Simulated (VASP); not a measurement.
Here is a VASP 6.6.1 calculation.

INCAR

```
PREC = Accurate
ENCUT = 520
EDIFF = 1E-6
ISMEAR = 0
SIGMA = 0.05
LREAL = False
LASPH = True
NELM = 60
ALGO = Normal
ISIF = 2
LWAVE = False
LCHARG = True
GGA = PE
LELF = True
LVHAR = True
NBANDS = 15
```

Contents of KPOINTS:

```
Automatic mesh
0
Gamma
  8 8 8
```

The input POSCAR:

```
CaO
1.0
    0.0000000000      2.4490000000      2.4490000000
    2.4490000000      0.0000000000      2.4490000000
    2.4490000000      2.4490000000      0.0000000000
Ca O
1 1
Direct
    0.0357288689      0.0357288689     -0.0357288689
    0.5000000000      0.5000000000      0.5000000000
```

Potentials or basis: VASP PAW PBE potentials, release 64 (Ca_sv, O).

The run is started by

```bash
$ cat potpaw_PBE.64/Ca_sv/POTCAR potpaw_PBE.64/O/POTCAR > POTCAR
$ mpirun -np 1 vasp_std > vasp.out
```

(1) Estimate the pressure.

(2) Estimate the largest force.

(3) Predict the band gap on the k mesh.

Answers

(1) -2.4 GPa.

(2) 0.490 eV/Å.

(3) 3.74 eV, indirect (least direct gap 4.05 eV).

Caveat: the cell differs from its parent crystal (all Ca atoms moved +0.175 Å, as atom 1 along Cartesian [0 0 1]).
